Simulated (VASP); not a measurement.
Runs of VASP 6.6.1 on NaF. The structure is that of space group Fm-3m (No. 225), or close to it. The cells are those of the table. 

| level | cell | k mesh | cutoff (eV) | smearing | grid for exact exchange (PRECFOCK) | share of exact exchange | screening parameter | gap on the mesh (eV) | pressure (GPa) |
| --- | --- | --- | --- | --- | --- | --- | --- | --- | --- |
| HSE06 | a = 3.311 Å, angles 60.0°, 2 atoms | 6 × 6 × 6 | 520 | gaussian 0.01 eV | Normal | 0.25 | 0.2079 1/Å | 8.27 | -1.2 |
| r2SCAN | a = 3.221, b = 3.221, c = 3.155 Å, angles 60.7, 60.7, 58.6°, 2 atoms | 10 × 10 × 10 | 660 | gaussian 0.01 eV | - | - | - | (b) | 2.3 |
| PBE | a = 3.221, b = 3.221, c = 3.155 Å, angles 60.7, 60.7, 58.6°, 2 atoms | 10 × 10 × 10 | 600 | fermi-dirac 0.02 eV | - | - | - | 6.71 | 6.9 |
| PBE | a = 3.311 Å, angles 60.0°, 2 atoms | 10 × 10 × 10 | 520 | fermi-dirac 0.02 eV | - | - | - | (a) | 0.4 |
| r2SCAN | a = 3.311 Å, angles 60.0°, 2 atoms | 10 × 10 × 10 | 520 | gaussian 0.01 eV | - | - | - | 7.00 | -3.2 |

Alike in all rows: task single point; potentials or basis VASP PAW PBE potentials, release 64 (Na_pv, F); no spin polarisation.

Question: Estimate the missing entries.

Answer: (a) 6.13; (b) 7.60.

Caveats: the PAW data sets were made with another functional, which shifts forces and pressure a little (at least some runs); the cell stands under pressure (at least some runs); the cell stands under tension (at least some runs).

A k mesh can miss the band edges.
